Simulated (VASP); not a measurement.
# Ir (Fm-3m) in VASP: a series of runs

Ir is run at these levels: PBEsol; tasks: electric field gradients, density of states.

All numbers are computed with VASP 6.6.1; they aren't measurements. Logs are shortened: lines on timing, memory, paths and dates and some standing lists are left out, and cuts for length are marked.

### 1 The cell of the first run

The structure is cubic, space group Fm-3m (No. 225). Conventional cell: a = 3.852 Å, b = 3.852 Å, c = 3.852 Å, α = 90.00°, β = 90.00°, γ = 90.00°. Within 3.6 Å of Ir (site symmetry m-3m) lie 12 Ir at 2.72 Å.

### 2 Electric field gradients, PBEsol (volume scaled by 1.01)

INCAR reads:

```
SYSTEM = Ir
ALGO     = Normal         ! electronic algorithm
EDIFF    = 1E-8           ! SCF threshold, eV
ENCUT    = 400            ! plane-wave cutoff, eV
GGA      = PS             ! functional
GGA_COMPAT= .False.      
ISIF     = 2              ! what is computed and relaxed
ISMEAR   = -1             ! smearing method
LASPH    = .True.         ! aspherical terms in the spheres
LCHARG   = .False.        ! write CHGCAR
LEFG     = .True.       
LREAL    = .False.        ! projectors in reciprocal space
LWAVE    = .False.        ! write WAVECAR
NBANDS   = 10             ! bands
NELM     = 120            ! most SCF steps
PREC     = Accurate       ! precision mode
SIGMA    = 0.05           ! smearing width, eV
```

KPOINTS reads:

```
k-points
0
Gamma
  15 15 15
  0 0 0
```

POSCAR reads:

```
Ir
1.0
    0.0000000000      1.9260777877      1.9260777877
    1.9260777877      0.0000000000      1.9260777877
    1.9260777877      1.9260777877      0.0000000000
Ir
1
Direct
    0.0000000000      0.0000000000      0.0000000000
```

Potentials or basis: VASP PAW PBE potentials, release 64 (Ir).

On the command line:

```bash
cat potpaw_PBE.64/Ir/POTCAR > POTCAR
mpirun -np 1 vasp_std > vasp.out
```

OUTCAR:

```text
SYSTEM = Ir
   EDIFF = 1E-8
   ENCUT = 400
   GGA = PS
   ISIF = 2
   ISMEAR = -1
   LASPH = .True.
   LREAL = .False.
   NELM = 120
   PREC = Accurate

 ion  position               nearest neighbor table
   1  0.000  0.000  0.000-

  LATTYP: Found a face centered cubic cell.
 ALAT       =     3.8521555754

  Lattice vectors:

 A1 = (   0.0000000000,   1.9260777877,   1.9260777877)
 A2 = (   1.9260777877,   0.0000000000,   1.9260777877)
 A3 = (   1.9260777877,   1.9260777877,   0.0000000000)

Analysis of symmetry for initial positions (statically):
=====================================================================
 Subroutine PRICEL returns:
 Original cell was already a primitive cell.

 Routine SETGRP: Setting up the symmetry group for a
 face centered cubic supercell.

 Subroutine GETGRP returns: Found 48 space group operations
 (whereof 48 operations were pure point group operations)
 out of a pool of 48 trial point group operations.

The static configuration has the point symmetry O_h .

Analysis of symmetry for dynamics (positions and initial velocities):
=====================================================================
 Subroutine PRICEL returns:
 Original cell was already a primitive cell.

 Routine SETGRP: Setting up the symmetry group for a
 face centered cubic supercell.

 Subroutine GETGRP returns: Found 48 space group operations
 (whereof 48 operations were pure point group operations)
 out of a pool of 48 trial point group operations.

The dynamic configuration has the point symmetry O_h .

 Subroutine INISYM returns: Found 48 space group operations
 (whereof 48 operations are pure point group operations),
 and found     1 'primitive' translations

----------------------------------------------------------------------------------------

                                     Primitive cell

  volume of cell :      14.2906

  direct lattice vectors                    reciprocal lattice vectors
     0.000000000  1.926077788  1.926077788    -0.259594915  0.259594915  0.259594915
     1.926077788  0.000000000  1.926077788     0.259594915 -0.259594915  0.259594915
     1.926077788  1.926077788  0.000000000     0.259594915  0.259594915 -0.259594915

  length of vectors
     2.723885330  2.723885330  2.723885330     0.449631583  0.449631583  0.449631583

  position of ions in fractional coordinates (direct lattice)
     0.000000000  0.000000000  0.000000000

  ion indices of the primitive-cell ions
   primitive index   ion index
                 1           1

----------------------------------------------------------------------------------------

 KPOINTS: k-points

Automatic generation of k-mesh.
 Grid dimensions read from file:
 generate k-points for:   15   15   15

 Generating k-lattice:

  Cartesian coordinates                     Fractional coordinates (reciprocal lattice)
    -0.017306328  0.017306328  0.017306328     0.066666667  0.000000000  0.000000000
     0.017306328 -0.017306328  0.017306328     0.000000000  0.066666667  0.000000000
     0.017306328  0.017306328 -0.017306328     0.000000000  0.000000000  0.066666667

  Length of vectors
     0.029975439  0.029975439  0.029975439

  Shift w.r.t. Gamma in fractional coordinates (k-lattice)
     0.000000000  0.000000000  0.000000000

 Subroutine IBZKPT returns following result:
 ===========================================

 Found    120 irreducible k-points:

 Following reciprocal coordinates:
            Coordinates               Weight
  0.000000  0.000000  0.000000      1.000000
  0.066667  0.000000  0.000000      8.000000
  0.133333  0.000000  0.000000      8.000000
  0.200000  0.000000  0.000000      8.000000
  0.266667  0.000000  0.000000      8.000000
  0.333333  0.000000  0.000000      8.000000
[... 16 lines left out ...]
  0.133333  0.133333  0.000000      6.000000
  0.200000  0.133333  0.000000     24.000000
 [... further k-points ...]
   k-points           NKPTS =    120   k-points in BZ     NKDIM =    120   number of bands    NBANDS=     10
   number of dos      NEDOS =    301   number of ions     NIONS =      1
   total plane-waves  NPLWV =   5832
   dimension x,y,z NGX =    18 NGY =   18 NGZ =   18
   dimension x,y,z NGXF=    36 NGYF=   36 NGZF=   36
   ions per type =               1
   NGX,Y,Z   is equivalent  to a cutoff of  10.99, 10.99, 10.99 a.u.
   NGXF,Y,Z  is equivalent  to a cutoff of  21.97, 21.97, 21.97 a.u.
 SYSTEM =  Ir
   PREC   = accura    normal or accurate (medium, high low for compatibility)
   ISTART =      0    job   : 0-new  1-cont  2-samecut
   ICHARG =      2    charge: 1-file 2-atom 10-const
   ISPIN  =      1    spin polarized calculation?
   LNONCOLLINEAR =      F non collinear calculations
   LSORBIT =      F    spin-orbit coupling
   LASPH  =      T    aspherical Exc in radial PAW
   ENCUT  =  400.0 eV  29.40 Ry    5.42 a.u.   4.44  4.44  4.44*2*pi/ulx,y,z
   NELM   =    120;   NELMIN=  2; NELMDL= -5     # of ELM steps
   EDIFF  = 0.1E-07   stopping-criterion for ELM
   LREAL  =      F    real-space projection
   EDIFFG = 0.1E-06   stopping-criterion for IOM
   NSW    =      0    number of steps for IOM
   IBRION =     -1    ionic relax: 0-MD 1-quasi-New 2-CG
   NFREE  =      0    steps in history (QN), initial steepest desc. (CG)
   ISIF   =      2    stress and relaxation
   ISYM   =      2    0-nonsym 1-usesym 2-fastsym
   POTIM  = 0.5000    time-step for ionic-motion
   TEBEG  =    0.0;   TEEND  =   0.0 temperature during run
   PSTRESS=    0.0 pullay stress
   NELECT =       9.0000    total number of electrons
   NUPDOWN=      -1.0000    fix difference up-down
   EMIN   =  10.00;   EMAX   =-10.00  energy-range for DOS
   EFERMI =   0.00;   METHOD = LEGACY
   ISMEAR =    -1;   SIGMA  =   0.05  broadening in eV -4-tet -1-fermi 0-gaus
   EFERMI_NEDOS =   21; number of points for ismear=-14 and -15
   IALGO  =     38    algorithm
   IMIX   =      4    mixing-type and parameters
     AMIX     =   0.40;   BMIX     =  1.00
     AMIX_MAG =   1.60;   BMIX_MAG =  1.00
  volume/ion in A,a.u.               =      14.29        96.44
  Fermi-wavevector in a.u.,A,eV,Ry     =   1.403261  2.651779 26.791803  1.969142
  Thomas-Fermi vector in A             =   2.525941
   LORBIT       =      0    0 simple, 1 ext, 2 COOP (PROOUT), +10 PAW based schemes
   GGA     = PS    functional components
   LHFCALC =     F    Hartree Fock is set to
   AEXX    =    0.0000 exact exchange contribution
   IVDW    =     0    specifies the selected vdW correction
   LEPSILON=     F    determine dielectric tensor
   LRPA    =     F    only Hartree local field effects (RPA)
 non-spin polarized calculation
  energy-cutoff  :      400.00
  volume of cell :       14.29
 maximum number of plane-waves:       274
 NGX is ok and might be reduce to    18
   NGX =  9   NGY =  9   NGZ =  9

 number of electron       8.9999997 magnetization

 Free energy of the ion-electron system (eV)
  ---------------------------------------------------
  ext. energy  EPLUGINS =         0.00000000
  ---------------------------------------------------
  free energy    TOTEN  =        -9.82585462 eV

  energy without entropy =       -9.81768456  energy(sigma->0) =       -9.82176959

 E-fermi :  10.1209     XC(G=0): -14.0431

 val. band max:       10.1055276130   @ k =  -0.4000   0.4667   0.0667
 cond. band min:      10.1250692384   @ k =  -0.3333   0.2667   0.0667
 fundamental gap:      0.0195416254
 Fermi energy:        10.1208550031

 k-point     1 :       0.0000    0.0000    0.0000
  band No.  band energies     occupation
      1      -1.0097      2.00000
      2       6.2260      2.00000
      3       6.2260      2.00000
      4       6.2260      2.00000
      5       8.8984      2.00000
      6       8.8984      2.00000
      7      24.4097      0.00000
      8      29.9230      0.00000
      9      29.9230      0.00000
     10      29.9230      0.00000

 k-point     2 :       0.0667    0.0000    0.0000
  band No.  band energies     occupation
      1      -0.8143      2.00000
      2       6.1225      2.00000
      3       6.3104      2.00000
      4       6.3104      2.00000
      5       8.8446      2.00000
      6       8.8446      2.00000
      7      24.7456      0.00000
      8      28.9084      0.00000
      9      30.2433      0.00000
     10      30.2433      0.00000

 k-point     3 :       0.1333    0.0000    0.0000
  band No.  band energies     occupation
      1      -0.2574      2.00000
      2       5.8762      2.00000
      3       6.5152      2.00000
      4       6.5152      2.00000
      5       8.7490      2.00000
      6       8.7490      2.00000
      7      25.6211      0.00000
      8      27.0982      0.00000
      9      31.1607      0.00000
     10      31.1607      0.00000

 k-point     4 :       0.2000    0.0000    0.0000
  band No.  band energies     occupation
      1       0.5537      2.00000
      2       5.6679      2.00000
      3       6.6799      2.00000
      4       6.6799      2.00000
      5       8.8078      2.00000
      6       8.8078      2.00000
      7      25.1744      0.00000
      8      26.6451      0.00000
      9      32.5388      0.00000
     10      32.5388      0.00000
[... 222 lines left out ...]
 k-point    22 :      -0.0667    0.0667    0.0000
  band No.  band energies     occupation
      1      -0.4968      2.00000
      2       5.9374      2.00000
      3       6.4288      2.00000
      4       6.4828      2.00000
      5       8.6134      2.00000
      6       8.9324      2.00000
      7      25.2731      0.00000
      8      28.0282      0.00000
      9      30.1000      0.00000
     10      31.0683      0.00000

 k-point    23 :       0.1333    0.1333    0.0000
  band No.  band energies     occupation
      1       0.0002      2.00000
      2       5.5035      2.00000
      3       6.8090      2.00000
      4       6.8090      2.00000
      5       8.0699      2.00000
      6       9.1978      2.00000
      7      26.1269      0.00000
      8      28.2344      0.00000
      9      30.0898      0.00000
     10      30.0898      0.00000

 k-point    24 :       0.2000    0.1333    0.0000
  band No.  band energies     occupation
      1       0.6263      2.00000
      2       5.1894      2.00000
      3       7.0012      2.00000
      4       7.0958      2.00000
      5       7.8916      2.00000
      6       9.3593      2.00000
      7      27.0633      0.00000
      8      27.0992      0.00000
      9      30.1461      0.00000
     10      30.6824      0.00000

 [... further k-points ...]
[... 5 lines left out ...]
  --------------------------------------------------------------------------------------
  -------------------------------------------------------------------------------------
  Total       -0.4887305     -0.4887305     -0.4887305     -0.0000000     -0.0000000      0.0000000
  in kB      -54.7934425    -54.7934425    -54.7934425     -0.0000000     -0.0000000      0.0000000
  external PRESSURE =     -54.7934425 kB  Pullay stress =       0.0000000 kB

 VOLUME and BASIS-vectors are now :
 -----------------------------------------------------------------------------
  energy-cutoff  :      400.00
  volume of cell :       14.29
      direct lattice vectors                 reciprocal lattice vectors
     0.000000000  1.926077788  1.926077788    -0.259594915  0.259594915  0.259594915
     1.926077788  0.000000000  1.926077788     0.259594915 -0.259594915  0.259594915
     1.926077788  1.926077788  0.000000000     0.259594915  0.259594915 -0.259594915

 POSITION                                       TOTAL-FORCE (eV/Angst)
 -----------------------------------------------------------------------------------
      0.00000      0.00000      0.00000        -0.000000     -0.000000     -0.000000
 -----------------------------------------------------------------------------------
    total drift:                                0.000000     -0.000000      0.000000

  FREE ENERGIE OF THE ION-ELECTRON SYSTEM (eV)
  ---------------------------------------------------
  free  energy   TOTEN  =        -9.8258546221 eV

  energy  without entropy=       -9.8176845650  energy(sigma->0) =       -9.82176959

 Electric field gradients (V/A^2)
---------------------------------------------------------------------
 ion       V_xx      V_yy      V_zz      V_xy      V_xz      V_yz
---------------------------------------------------------------------
   1      -0.000     0.000     0.000     0.000     0.000     0.000
---------------------------------------------------------------------

 Electric field gradients after diagonalization (V/A^2)
 (convention: |V_zz| > |V_xx| > |V_yy|)
----------------------------------------------------------------------
 ion       V_xx      V_yy      V_zz     asymmetry (V_yy - V_xx)/ V_zz
----------------------------------------------------------------------
   1      -0.000    -0.000     0.000       0.000
----------------------------------------------------------------------

           NMR quadrupolar parameters

 Cq : quadrupolar parameter    Cq=e*Q*V_zz/h
 eta: asymmetry parameters     (V_yy - V_xx)/ V_zz
 Q  : nuclear electric quadrupole moment in mb (millibarn)
----------------------------------------------------------------------
 ion       Cq(MHz)       eta       Q (mb)
----------------------------------------------------------------------
   1       0.000       0.000       1.000
----------------------------------------------------------------------
```

It took 12 s on 1 thread of AMD EPYC 7R13 (Zen 3), shared host; peak memory 0.1 GiB.

Results:

* Free energy: -9.8259 eV
* Pressure: -5.5 GPa

Levels at points of the mesh, in eV from the Fermi level:
```tsv
k point	band 1	band 2	band 3	band 4	band 5	band 6	band 7	band 8	band 9
(0.00, 0.00, 0.00)	-11.13	-3.89	-3.89	-3.89	-1.22	-1.22	14.29	19.80	19.80
```

Caveat: without QUAD_EFG the Cq values of the log hold for a quadrupole moment of 1 mb, not for the nuclei; the PAW data sets were made with another functional, which shifts forces and pressure a little; spin-orbit coupling is left out, which moves the levels of the heavy elements.

(Part 1 of 3 ends here.)
